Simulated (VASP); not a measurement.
A run of VASP 6.6.1:

File INCAR:

```
SYSTEM = Ge2Sb2O
PREC     = Accurate       ! precision mode
ENCUT    = 520            ! plane-wave cutoff, eV
EDIFF    = 1E-7           ! SCF threshold, eV
ISMEAR   = 0              ! smearing method
SIGMA    = 0.1            ! smearing width, eV
LREAL    = .FALSE.        ! projectors in reciprocal space
LASPH    = .TRUE.         ! aspherical terms in the spheres
NELM     = 100            ! most SCF steps
ALGO     = Normal         ! electronic algorithm
ISIF     = 2              ! what is computed and relaxed
LWAVE    = .FALSE.        ! write WAVECAR
LCHARG   = .TRUE.         ! write CHGCAR
GGA      = PE             ! functional
LELF     = .TRUE.         ! ELF
LVHAR    = .TRUE.       
NBANDS   = 55             ! bands
```

File KPOINTS:

```
Automatic mesh
0
G
  6 6 8
  0 0 0
```

The input POSCAR:

```
Ge2Sb2O
1.0
    6.0628136082      0.0000000000      0.0000000000
    0.0000000000      6.0628136082      0.0000000000
    0.0000000000      0.0000000000      5.7636415271
Ge Sb O
4 4 2
Direct
    0.1910020245      0.6910020245      0.5000000000
    0.3089979755      0.1910020245      0.5000000000
    0.8089979755      0.3089979755      0.5000000000
    0.6910020245      0.8089979755      0.5000000000
    0.2517613439      0.2482386561      0.0000000000
    0.7517613439      0.2517613439      0.0000000000
    0.7482386561      0.7517613439      0.0000000000
    0.2482386561      0.7482386561      0.0000000000
    0.0000000000      0.0000000000      0.5000000000
    0.5000000000      0.5000000000      0.5000000000
```

Potentials or basis: VASP PAW PBE potentials, release 64 (Ge_d, Sb, O).

Command:

```bash
$ cat potpaw_PBE.64/Ge_d/POTCAR potpaw_PBE.64/Sb/POTCAR potpaw_PBE.64/O/POTCAR > POTCAR
$ mpirun -np 1 vasp_std > vasp.out
```

Hardware: 1 thread of Intel Xeon 8259CL, with other jobs on the host.

Task: Estimate the wall time of this run.

Result: Run time: 16 min on 1 thread of Intel Xeon 8259CL (shared host), peak memory 0.63 GiB. Counts: scf iterations 19, k points 50.
